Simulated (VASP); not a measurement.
## TiO2: single point with PBE+U

Crystal: TiO2.

```
Ti O
1.0
    -1.90894    1.92116    4.89313
     1.90894   -1.89671    4.88359
     1.90894    1.89671   -4.88359
Ti O
2 4
Cartesian
  0.0000 0.0000 0.0000
  0.0000 1.9150 2.4490
  0.0000 0.0050 2.0069
  0.0000 1.9201 4.4559
  0.0000 1.9100 0.4420
  0.0000 0.0194 7.7698
```

This cell differs from its parent crystal: strain +0.0050 x Voigt [0, 0, 0, 1, 0, 0].

```
Program                : VASP 6.6.1
Task                   : single point
Functional             : PBE
Potentials or basis    : VASP PAW PBE potentials, release 64 (Ti_sv, O)
Cutoff                 : 520 eV
k mesh                 : 8 × 8 × 8
Occupations            : gaussian, width 0.05 eV
Spin                   : no spin polarisation
Hubbard terms          : Ti d U = 4.0 eV
Dipole correction      : no
Further INCAR settings : ALGO = Normal; EDIFF = 1e-06; NBANDS = 33
```

| Property | Result |
| --- | --- |
| Pressure | 4.2 GPa |
| Largest force | 0.154 eV/Å |
| Band gap on the k mesh | 2.68 eV, indirect (least direct gap 2.95 eV) |

Forces in eV/Å, atoms in the order of the input:
```
Ti   0.000  0.024 -0.001
Ti   0.000 -0.024  0.001
O    0.000 -0.034  0.150
O    0.000  0.008  0.150
O    0.000  0.034 -0.150
O    0.000 -0.008 -0.150
```

Stress tensor (GPa, compression positive):
```
 4.51  0.00  0.00
 0.00  4.51 -0.48
 0.00 -0.48  3.59
```

Levels at points of the mesh, in eV from the valence-band top:
```
           k point  band 22  band 23  band 24  band 25  band 26  band 27
(0.00, 0.00, 0.00)    -0.74    -0.36    -0.36     2.68     3.36     4.42
(0.50, 0.00, 0.00)    -0.86    -0.81    -0.66     3.70     3.89     3.99
(0.00, 0.50, 0.00)    -0.86    -0.81    -0.65     3.70     3.88     3.99
(0.50, 0.50, 0.00)    -1.88    -0.04    -0.03     3.70     3.71     4.12
(0.00, 0.50, 0.50)    -0.86    -0.81    -0.65     3.70     3.86     3.98
(0.50, 0.50, 0.50)    -1.20    -0.07    -0.07     3.01     3.01     4.23
```

Eigenvalues of the final occupation matrices:
```
    site  spin  trace               eigenvalues
site 1 d     1   0.79  0.10 0.10 0.10 0.24 0.25
site 1 d     2   0.79  0.10 0.10 0.10 0.24 0.25
site 2 d     1   0.79  0.10 0.10 0.10 0.24 0.25
site 2 d     2   0.79  0.10 0.10 0.10 0.24 0.25
```

Run time: 10 min on 1 thread of Intel(R) Xeon(R) Platinum 8488C (Sapphire Rapids) (shared host), peak memory 0.44 GiB.

Caveat: the cell differs from its parent crystal (strain +0.0050 x Voigt [0, 0, 0, 1, 0, 0]). A k mesh can miss the band edges.
